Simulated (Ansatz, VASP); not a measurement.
Two plane-wave programs on Sn3Te

The input POSCAR:

```
Sn3Te
1.0
    4.8329658348      0.0000000000      0.0000000000
    0.0000000000      4.8329658348      0.0000000000
    0.0000000000      0.0000000000      4.8329658348
Te Sn
1 3
Direct
    0.0000000000      0.0000000000      0.0000000000
    0.0000000000      0.5000000000      0.5000000000
    0.5000000000      0.0000000000      0.5000000000
    0.5000000000      0.5000000000      0.0000000000
```

File INCAR.step1:

```
SYSTEM = Sn3Te
PREC = Accurate
ENCUT = 520
ISMEAR = -1
SIGMA = 0.05
LREAL = .False.
LASPH = .True.
NELM = 100
NBANDS = 32
GGA = PE
ALGO = Normal
EDIFF = 1E-4
LWAVE = .True.
LCHARG = .False.
```

File INCAR.step2:

```
SYSTEM = Sn3Te
PREC = Accurate
ENCUT = 520
EDIFF = 1E-6
ISMEAR = -1
SIGMA = 0.05
LREAL = .False.
LASPH = .True.
NELM = 100
ALGO = Normal
ISIF = 2
LWAVE = .False.
LCHARG = .False.
METAGGA = R2SCAN
LMIXTAU = .True.
NBANDS = 32
ISTART = 1
```

KPOINTS

```
Automatic mesh
0
Gamma
  6 6 6
  0 0 0
```

The input input.yaml:

```yaml
crystal:
  lattice:
    - [4.8329658348, 0.0, 0.0]
    - [0.0, 4.8329658348, 0.0]
    - [0.0, 0.0, 4.8329658348]
  atoms:
    - { symbol: Te, position: [0.0, 0.0, 0.0] }
    - { symbol: Sn, position: [0.0, 0.5, 0.5] }
    - { symbol: Sn, position: [0.5, 0.0, 0.5] }
    - { symbol: Sn, position: [0.5, 0.5, 0.0] }
hamiltonian:
  xc: r2scan
  pseudopotentials: { kind: paw }
kpoints:
  mp_grid: { grid: [6, 6, 6] }
scf:
  occupations: { method: fermi_dirac, width: 0.05 }
output:
  forces: true
  stress: true
  eigenvalues: true
```

Alike in both runs: task single point; functional r2SCAN; k mesh 6 × 6 × 6; occupations fermi-dirac, width 0.05 eV; no spin polarisation.

|  | VASP | Ansatz |
| --- | --- | --- |
| version | VASP 6.6.1 | Ansatz 0.2.0 |
| potentials or method | VASP PAW PBE potentials, release 64 (Te, Sn_d) | Ansatz PAW |
| plane-wave cutoff (eV) | 520 | 500 |
| valence electrons in the cell | 48 | 58 |

```tsv
	VASP	Ansatz	Ansatz less VASP
gap on the k mesh at the Fermi level (eV)	none	none	-
pressure (GPa)	0.6	0.6	+0.02
```

VASP's potentials were made for PBE, not for r2SCAN. A gap of «none» marks a metal or a gap that the smearing closes. VASP's potentials hold 48 valence electrons a cell and Ansatz's 58, so a difference there can come from the potentials and not from the codes.

Spin-orbit coupling is off throughout.
